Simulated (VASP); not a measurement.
# MnSn2 (I4/mcm) in VASP: notebook

Runs on MnSn2. Level: PBEsol. Tasks: single point.

Program: VASP 6.6.1. These are calculated values, not measurements. Logs are shortened: lines on timing, memory, paths and dates and some standing lists are left out, and cuts for length are marked.

### Step 1. The cell of the first run

It takes space group I4/mcm (No. 140, tetragonal). Conventional cell: a = 6.646 Å, b = 6.646 Å, c = 5.425 Å, α = 90.00°, β = 90.00°, γ = 90.00°. Mn (site symmetry 422) has 2 Mn at 2.71 Å and 8 Sn at 2.84 Å within 3.6 Å. Sn (site symmetry m2m) has 4 Mn at 2.84 Å and 11 Sn at 2.99 to 3.54 Å within 3.7 Å.

### Step 2. Single point, PBEsol

INCAR

```
PREC = Accurate
ENCUT = 520
EDIFF = 1E-6
ISMEAR = 0
SIGMA = 0.1
LREAL = F
LASPH = T
NELM = 80
ALGO = Fast
ISIF = 2
LWAVE = F
LCHARG = F
GGA = PS
NBANDS = 50
```

KPOINTS

```
Automatic mesh
0
Gamma
  8 8 8
```

POSCAR

```
MnSn2
1.0
   -3.3230000000      3.3230000000      2.7125000000
    3.3230000000     -3.3230000000      2.7125000000
    3.3230000000      3.3230000000     -2.7125000000
Mn Sn
2 4
Direct
    0.7500000000      0.7500000000      0.0000000000
    0.2500000000      0.2500000000      0.0000000000
    0.1590000000      0.6590000000      0.8180000000
    0.6590000000      0.8410000000      0.5000000000
    0.8410000000      0.3410000000      0.1820000000
    0.3410000000      0.1590000000      0.5000000000
```

Potentials or basis: VASP PAW PBE potentials, release 64 (Mn_pv, Sn_d).

Started as:

```
cat potpaw_PBE.64/Mn_pv/POTCAR potpaw_PBE.64/Sn_d/POTCAR > POTCAR
mpirun -np 1 vasp_std > vasp.out
```

OUTCAR:

```text
PREC = Accurate
   ENCUT = 520
   EDIFF = 1E-6
   ISMEAR = 0
   LREAL = F
   LASPH = T
   NELM = 80
   ISIF = 2
   GGA = PS

 ion  position               nearest neighbor table
   1  0.750  0.750  0.000-   2 2.71   2 2.71   6 2.84   3 2.84   4 2.84   5 2.84   4 2.84   6 2.84
                             3 2.84   5 2.84
   2  0.250  0.250  0.000-   1 2.71   1 2.71   5 2.84   3 2.84   5 2.84   6 2.84   6 2.84   3 2.84
                             4 2.84   4 2.84
   3  0.159  0.659  0.818-   1 2.84   2 2.84   1 2.84   2 2.84   5 2.99   5 3.21   5 3.21   6 3.44
                             4 3.44   4 3.44   6 3.44   6 3.54   4 3.54   4 3.54   6 3.54
   4  0.659  0.841  0.500-   2 2.84   1 2.84   1 2.84   2 2.84   6 2.99   6 3.21   6 3.21   3 3.44
                             5 3.44   3 3.44   5 3.44   5 3.54   5 3.54   3 3.54   3 3.54
   5  0.841  0.341  0.182-   1 2.84   2 2.84   1 2.84   2 2.84   3 2.99   3 3.21   3 3.21   4 3.44
                             6 3.44   6 3.44   4 3.44   4 3.54   6 3.54   6 3.54   4 3.54
   6  0.341  0.159  0.500-   1 2.84   2 2.84   2 2.84   1 2.84   4 2.99   4 3.21   4 3.21   3 3.44
                             5 3.44   3 3.44   5 3.44   5 3.54   5 3.54   3 3.54   3 3.54

  LATTYP: Found a body centered tetragonal cell.
 ALAT       =     6.6460000000
 C/A-ratio  =     0.8162804695

  Lattice vectors:

 A1 = (  -3.3230000000,   3.3230000000,   2.7125000000)
 A2 = (   3.3230000000,  -3.3230000000,   2.7125000000)
 A3 = (   3.3230000000,   3.3230000000,  -2.7125000000)

Analysis of symmetry for initial positions (statically):
=====================================================================
 Subroutine PRICEL returns:
 Original cell was already a primitive cell.

 Routine SETGRP: Setting up the symmetry group for a
 body centered tetragonal supercell.

 Subroutine GETGRP returns: Found 16 space group operations
 (whereof  8 operations were pure point group operations)
 out of a pool of 16 trial point group operations.

The static configuration has the point symmetry C_4h.
 The point group associated with its full space group is D_4h.

Analysis of symmetry for dynamics (positions and initial velocities):
=====================================================================
 Subroutine PRICEL returns:
 Original cell was already a primitive cell.

 Routine SETGRP: Setting up the symmetry group for a
 body centered tetragonal supercell.

 Subroutine GETGRP returns: Found 16 space group operations
 (whereof  8 operations were pure point group operations)
 out of a pool of 16 trial point group operations.

The dynamic configuration has the point symmetry C_4h.
 The point group associated with its full space group is D_4h.

[... 113 lines left out ...]
   ISYM   =      2    0-nonsym 1-usesym 2-fastsym
   POTIM  = 0.5000    time-step for ionic-motion
   TEBEG  =    0.0;   TEEND  =   0.0 temperature during run
   PSTRESS=    0.0 pullay stress
   NELECT =      82.0000    total number of electrons
   NUPDOWN=      -1.0000    fix difference up-down
   EMIN   =  10.00;   EMAX   =-10.00  energy-range for DOS
   EFERMI =   0.00;   METHOD = LEGACY
   ISMEAR =     0;   SIGMA  =   0.10  broadening in eV -4-tet -1-fermi 0-gaus
   EFERMI_NEDOS =   21; number of points for ismear=-14 and -15
   IALGO  =     68    algorithm
   IMIX   =      4    mixing-type and parameters
     AMIX     =   0.40;   BMIX     =  1.00
     AMIX_MAG =   1.60;   BMIX_MAG =  1.00
  volume/ion in A,a.u.               =      19.97       134.75
  Fermi-wavevector in a.u.,A,eV,Ry     =   1.442722  2.726349 28.319801  2.081447
  Thomas-Fermi vector in A             =   2.561210
   LORBIT       =      0    0 simple, 1 ext, 2 COOP (PROOUT), +10 PAW based schemes
   GGA     = PS    functional components
   LHFCALC =     F    Hartree Fock is set to
   AEXX    =    0.0000 exact exchange contribution
   IVDW    =     0    specifies the selected vdW correction
   LEPSILON=     F    determine dielectric tensor
   LRPA    =     F    only Hartree local field effects (RPA)
 non-spin polarized calculation
 RMM-DIIS sequential band-by-band and
 Gauss-broadening in eV      SIGMA  =   0.10
  energy-cutoff  :      520.00
  volume of cell :      119.81
 maximum number of plane-waves:      3258
   NGX = 21   NGY = 21   NGZ = 21

 number of electron      82.0000050 magnetization

 Free energy of the ion-electron system (eV)
  ---------------------------------------------------
  ext. energy  EPLUGINS =         0.00000000
  ---------------------------------------------------
  free energy    TOTEN  =       -35.66185943 eV

  energy without entropy =      -35.62291384  energy(sigma->0) =      -35.64238664

 E-fermi :   9.2059     XC(G=0): -11.6137

 val. band max:        9.2033334186   @ k =  -0.3750  -0.3750   0.2500
 cond. band min:       9.2084892885   @ k =  -0.3750   0.5000   0.1250
 fundamental gap:      0.0051558699
 Fermi energy:         9.2058846960

 k-point     1 :       0.0000    0.0000    0.0000
  band No.  band energies     occupation
      1     -38.6286      2.00000
      2     -38.4630      2.00000
      3     -38.2349      2.00000
      4     -38.2349      2.00000
      5     -38.2176      2.00000
      6     -38.2176      2.00000
[... 1261 lines left out ...]
     49      13.2869      0.00000
     50      13.7366      0.00000

 [... further k-points ...]

------------------------ aborting loop because EDIFF is reached ----------------------------------------

  FORCE on cell =-STRESS in cart. coord.  units (eV):
  Direction    XX          YY          ZZ          XY          YZ          ZX
  --------------------------------------------------------------------------------------
  -------------------------------------------------------------------------------------
  Total       -6.6863240     -6.6863240     -9.0833613      0.0000000      0.0000000      0.0000000
  in kB      -89.4144229    -89.4144229   -121.4693621      0.0000000      0.0000000      0.0000000
  external PRESSURE =    -100.0994026 kB  Pullay stress =       0.0000000 kB

 VOLUME and BASIS-vectors are now :
 -----------------------------------------------------------------------------
  energy-cutoff  :      520.00
  volume of cell :      119.81
      direct lattice vectors                 reciprocal lattice vectors
    -3.323000000  3.323000000  2.712500000     0.000000000  0.150466446  0.184331797
     3.323000000 -3.323000000  2.712500000     0.150466446  0.000000000  0.184331797
     3.323000000  3.323000000 -2.712500000     0.150466446  0.150466446  0.000000000

 POSITION                                       TOTAL-FORCE (eV/Angst)
 -----------------------------------------------------------------------------------
      0.00000      0.00000      4.06875         0.000000      0.000000      0.000000
      0.00000      0.00000      1.35625         0.000000      0.000000      0.000000
      4.37971      1.05671      0.00000         0.247815      0.247815      0.000000
      2.26629      1.05671      2.71250        -0.247815      0.247815     -0.000000
     -1.05671      2.26629      2.71250        -0.247815     -0.247815     -0.000000
      1.05671      2.26629      0.00000         0.247815     -0.247815     -0.000000
 -----------------------------------------------------------------------------------
    total drift:                               -0.000000     -0.000000      0.000000

  FREE ENERGIE OF THE ION-ELECTRON SYSTEM (eV)
  ---------------------------------------------------
  free  energy   TOTEN  =       -35.6618594292 eV

  energy  without entropy=      -35.6229138423  energy(sigma->0) =      -35.64238664
```

OSZICAR:

```text
N       E                     dE             d eps       ncg     rms          rms(c)
DAV:   1     0.975324704796E+03    0.97532E+03   -0.42119E+04  6160   0.269E+03
DAV:   2     0.107785544609E+03   -0.86754E+03   -0.84723E+03  5900   0.719E+02
DAV:   3    -0.296039857539E+02   -0.13739E+03   -0.13171E+03  6072   0.240E+02
DAV:   4    -0.391323257170E+02   -0.95283E+01   -0.92200E+01  7126   0.642E+01
DAV:   5    -0.394360817737E+02   -0.30376E+00   -0.30244E+00  7118   0.120E+01    0.201E+01
RMM:   6    -0.604099846591E+02   -0.20974E+02   -0.11347E+02  6565   0.455E+01    0.478E+01
RMM:   7    -0.357567202149E+02    0.24653E+02   -0.23404E+01  6982   0.238E+01    0.404E+00
RMM:   8    -0.356878278752E+02    0.68892E-01   -0.11794E+00  7116   0.456E+00    0.221E+00
RMM:   9    -0.356773292734E+02    0.10499E-01   -0.35544E-01  7190   0.217E+00    0.143E+00
RMM:  10    -0.356614525854E+02    0.15877E-01   -0.71106E-02  7418   0.172E+00    0.552E-01
RMM:  11    -0.356615786820E+02   -0.12610E-03   -0.19689E-02  9148   0.687E-01    0.167E-01
RMM:  12    -0.356622224680E+02   -0.64379E-03   -0.37973E-03  8627   0.323E-01    0.230E-01
RMM:  13    -0.356618534564E+02    0.36901E-03   -0.88006E-04  8890   0.164E-01    0.524E-02
RMM:  14    -0.356618551682E+02   -0.17117E-05   -0.35619E-04  8869   0.797E-02    0.246E-02
RMM:  15    -0.356618591035E+02   -0.39353E-05   -0.75107E-05  7445   0.378E-02    0.679E-03
RMM:  16    -0.356618596534E+02   -0.54988E-06   -0.12857E-05  6246   0.171E-02    0.526E-03
RMM:  17    -0.356618594292E+02    0.22415E-06   -0.18459E-06  4109   0.111E-02
   1 F= -.35661859E+02 E0= -.35642387E+02  d E =-.389456E-01
```

stdout:

```text
POSCAR found type information on POSCAR MnSn
 POSCAR found :  2 types and       6 ions
 scaLAPACK will be used
 -----------------------------------------------------------------------------
|                                                                             |
|                                                                             |
|     You enforced a specific xc type in the INCAR file but a different       |
|     I HOPE YOU KNOW WHAT YOU ARE DOING!                                     |
|                                                                             |
 -----------------------------------------------------------------------------

 LDA part: xc-table for (Slater+PW92), standard interpolation
 POSCAR, INCAR and KPOINTS ok, starting setup
 FFT: planning ... GRIDC
 FFT: planning ... GRID_SOFT
 FFT: planning ... GRID
 WAVECAR not read
 entering main loop
WARNING in EDDRMM: call to ZHEGV failed, returncode =   8  4     47
WARNING in EDDRMM: call to ZHEGV failed, returncode =   8  4     48
```

It took 3.9 min on 1 thread of AMD EPYC 9R45 (Zen 5), shared host; peak memory 0.39 GiB.

Results:

```
Free energy            : -35.6619 eV
Pressure               : -10.0 GPa
Largest force          : 0.350 eV/Å
Band gap on the k mesh : zero (bands 41 and 42 overlap by 0.52 eV)
```

Forces on the atoms (eV/Å):
```
Mn   0.000  0.000  0.000
Mn   0.000  0.000  0.000
Sn   0.248  0.248  0.000
Sn  -0.248  0.248  0.000
Sn  -0.248 -0.248  0.000
Sn   0.248 -0.248  0.000
```

Stress tensor (GPa, compression positive):
```
 -8.94   0.00   0.00
  0.00  -8.94   0.00
  0.00   0.00 -12.15
```

Caveat: the cell stands under tension; the PAW data sets were made with another functional, which shifts forces and pressure a little; spin-orbit coupling is left out, which moves the levels of the heavy elements; the run has no spin polarisation, though such a crystal can be magnetic. Spin polarisation is off, so any magnetic state and its effect on volume and gap are missing.

### Step 3. Single point, PBEsol, collinear spin, ferromagnetic start

INCAR

```
PREC = Accurate
ENCUT = 500
EDIFF = 1E-6
ISMEAR = 0
SIGMA = 0.1
LREAL = False
LASPH = True
NELM = 200
ALGO = Normal
ISIF = 2
LWAVE = False
LCHARG = False
ISPIN = 2
MAGMOM = 3.37 3.37 -0.02 -0.02 -0.02 -0.02
LORBIT = 11
NUPDOWN = 6.25
LMAXMIX = 4
GGA = PS
NBANDS = 54
GGA_COMPAT = False
KPAR = 4
```

KPOINTS is that of step 2.

POSCAR is that of step 2.

Potentials or basis: VASP PAW PBE potentials, release 64 (Mn_pv, Sn_d).

Started as:

```
cat potpaw_PBE.64/Mn_pv/POTCAR potpaw_PBE.64/Sn_d/POTCAR > POTCAR
mpirun -np 4 vasp_std > vasp.out
```

OUTCAR:

```text
PREC = Accurate
   ENCUT = 500
   EDIFF = 1E-6
   ISMEAR = 0
   LREAL = False
   LASPH = True
   NELM = 200
   ISIF = 2
   ISPIN = 2
   LORBIT = 11
   NUPDOWN = 6.25
   GGA = PS

 ion  position               nearest neighbor table
   1  0.750  0.750  0.000-   2 2.71   2 2.71   6 2.84   3 2.84   4 2.84   5 2.84   4 2.84   6 2.84
                             3 2.84   5 2.84
   2  0.250  0.250  0.000-   1 2.71   1 2.71   5 2.84   3 2.84   5 2.84   6 2.84   6 2.84   3 2.84
                             4 2.84   4 2.84
   3  0.159  0.659  0.818-   1 2.84   2 2.84   1 2.84   2 2.84   5 2.99   5 3.21   5 3.21   6 3.44
                             4 3.44   4 3.44   6 3.44   6 3.54   4 3.54   4 3.54   6 3.54
   4  0.659  0.841  0.500-   2 2.84   1 2.84   1 2.84   2 2.84   6 2.99   6 3.21   6 3.21   3 3.44
                             5 3.44   3 3.44   5 3.44   5 3.54   5 3.54   3 3.54   3 3.54
   5  0.841  0.341  0.182-   1 2.84   2 2.84   1 2.84   2 2.84   3 2.99   3 3.21   3 3.21   4 3.44
[... 2941 lines left out ...]
      4.37971      1.05671      0.00000         0.282309      0.282309     -0.000000
      2.26629      1.05671      2.71250        -0.282309      0.282309      0.000000
     -1.05671      2.26629      2.71250        -0.282309     -0.282309      0.000000
      1.05671      2.26629      0.00000         0.282309     -0.282309      0.000000
 -----------------------------------------------------------------------------------
    total drift:                               -0.000000     -0.000000      0.000000

  FREE ENERGIE OF THE ION-ELECTRON SYSTEM (eV)
  ---------------------------------------------------
  free  energy   TOTEN  =       -36.1799261830 eV

  energy  without entropy=      -36.1494423770  energy(sigma->0) =      -36.16468428

 total charge

# of ion       s       p       d       tot
------------------------------------------
    1        0.282   6.234   5.098  11.615
    2        0.282   6.234   5.098  11.615
    3        1.201   1.094  10.008  12.303
    4        1.201   1.094  10.008  12.303
    5        1.201   1.094  10.008  12.303
    6        1.201   1.094  10.008  12.303
--------------------------------------------------
tot          5.367  16.846  50.229  72.443

 magnetization (x)

# of ion       s       p       d       tot
------------------------------------------
    1        0.022   0.023   3.018   3.062
    2        0.022   0.023   3.018   3.062
    3        0.006  -0.045   0.008  -0.031
    4        0.006  -0.045   0.008  -0.031
    5        0.006  -0.045   0.008  -0.031
    6        0.006  -0.045   0.008  -0.031
--------------------------------------------------
tot          0.066  -0.137   6.068   5.998
```

It took 3.6 min on 4 MPI ranks of AMD EPYC 7R43 (Zen 3), shared host; peak memory 0.6 GiB.

What came out:

```
Free energy                                           : -36.1799 eV
Pressure                                              : -0.6 GPa
Largest force                                         : 0.399 eV/Å
Net moment                                            : 6.25 μB per cell
Site moments                                          : Mn +3.06; Sn -0.03 μB
Valence electrons inside the program's atomic spheres : Mn 11.62; Sn 12.30
```

Forces on the atoms (eV/Å):
```
Mn   0.000  0.000  0.000
Mn   0.000  0.000  0.000
Sn   0.282  0.282  0.000
Sn  -0.282  0.282  0.000
Sn  -0.282 -0.282  0.000
Sn   0.282 -0.282  0.000
```

Caveat: the PAW data sets were made with another functional, which shifts forces and pressure a little; spin-orbit coupling is left out, which moves the levels of the heavy elements; the total moment is fixed, so each spin has its own Fermi level.

### Step 4. Single point, PBEsol, collinear spin, ferromagnetic start

INCAR

```
ALGO = Normal
EDIFF = 1E-6
ENCUT = 500
GGA = PS
GGA_COMPAT = F
ISIF = 2
ISMEAR = 0
ISPIN = 2
KPAR = 4
LASPH = T
LCHARG = T
LMAXMIX = 4
LORBIT = 11
LREAL = F
LVHAR = T
LWAVE = F
MAGMOM = 2.42 2.42 -0.11 -0.11 -0.11 -0.11
NBANDS = 54
NELM = 200
NUPDOWN = 3.75
PREC = Accurate
SIGMA = 0.1
```

KPOINTS

```
k-points
0
Gamma
  8 8 8
```

POSCAR is that of step 3.

Started as:

```
cat potpaw_PBE.64/Mn_pv/POTCAR potpaw_PBE.64/Sn_d/POTCAR > POTCAR
mpirun -np 4 vasp_std > vasp.out
```

It took 5.5 min on 4 MPI ranks of AMD EPYC 7R43 (Zen 3), shared host; peak memory 0.59 GiB.

Results (log left out):

* Free energy: -36.3999 eV
* Pressure: -6.3 GPa
* Largest force: 0.430 eV/Å
* Net moment: 3.75 μB per cell
* Site moments: Mn +2.20; Sn -0.13 μB
* Valence electrons inside the program's atomic spheres: Mn 11.64; Sn 12.28

Forces in eV/Å, atoms in the order of the input:
```
Mn   0.000  0.000  0.000
Mn   0.000  0.000  0.000
Sn   0.304  0.304  0.000
Sn  -0.304  0.304  0.000
Sn  -0.304 -0.304  0.000
Sn   0.304 -0.304  0.000
```

Stress tensor (GPa, compression positive):
```
-6.16  0.00  0.00
 0.00 -6.16  0.00
 0.00  0.00 -6.52
```

Caveat: the cell stands under tension; the PAW data sets were made with another functional, which shifts forces and pressure a little; spin-orbit coupling is left out, which moves the levels of the heavy elements; the total moment is fixed, so each spin has its own Fermi level.

### Step 5. Summary

```tsv
spin	fixed moment (μB)	cutoff (eV)	pressure (GPa)	moment (μB)	largest force (eV/Å)
off	-	520	-10.0	-	0.35
collinear, ferromagnetic start	6.25	500	-0.6	6.25	0.40
collinear, ferromagnetic start	3.75	500	-6.3	3.75	0.43
```

Alike in all rows: task single point; level PBEsol; potentials or basis VASP PAW PBE potentials, release 64 (Mn_pv, Sn_d); cell as given; k mesh 8 × 8 × 8; smearing gaussian 0.1 eV.

Caveats: the PAW data sets were made with another functional, which shifts forces and pressure a little; spin-orbit coupling is left out, which moves the levels of the heavy elements; the cell stands under tension (at least some runs); the total moment is fixed, so each spin has its own Fermi level (at least some runs).

Total energies depend on the potentials used, so only differences within one code and one set of settings carry meaning.
